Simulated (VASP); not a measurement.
A run of VASP 6.6.1 is set up as follows.

The input INCAR:

```
SYSTEM = Ge2Pd
PREC = Accurate
ENCUT = 630
EDIFF = 1E-6
ISMEAR = 0
SIGMA = 0.1
LREAL = .False.
LASPH = .True.
NELM = 120
ALGO = Normal
ISIF = 2
LWAVE = .False.
LCHARG = .False.
GGA = PE
NBANDS = 30
GGA_COMPAT = .False.
```

The input KPOINTS:

```
regular mesh
0
Gamma
  6 6 4
  0 0 0
```

File POSCAR:

```
Ge2Pd
1.0
    3.5147710300      0.0000000000      0.0000000000
   -1.7573855200      3.0438810000      0.0000000000
    0.0000000000      0.0000000000      6.0322810400
Ge Pd
2 1
Direct
    0.0000000000      0.0000000000      0.2908737100
    0.0000000000      0.0000000000      0.7091262900
    0.0000000000      0.0000000000      0.0000000000
```

Potentials or basis: VASP PAW PBE potentials, release 64 (Ge_d, Pd_sv_GW).

The run is started by

```console
$ cat potpaw_PBE.64/Ge_d/POTCAR potpaw_PBE.64/Pd_sv_GW/POTCAR > POTCAR
$ mpirun -np 1 vasp_std > vasp.out
```

Predict the band gap on the k mesh.

zero (bands 23 and 24 overlap by 3.58 eV).

Predict the pressure.

72.9 GPa.

What does it give for the largest force?

26.284 eV/Å.

Forces on the atoms (eV/Å):
```
Ge    0.000   0.000  26.284
Ge    0.000   0.000 -26.284
Pd    0.000   0.000   0.000
```

Caveat: atoms lie so close that the PAW spheres overlap strongly, which falsifies energies and pressures; the stress differs along the axes, from -5 to 228 GPa; forces of over 1 eV/Å act on the atoms, so gaps and moduli don't describe the material at rest.
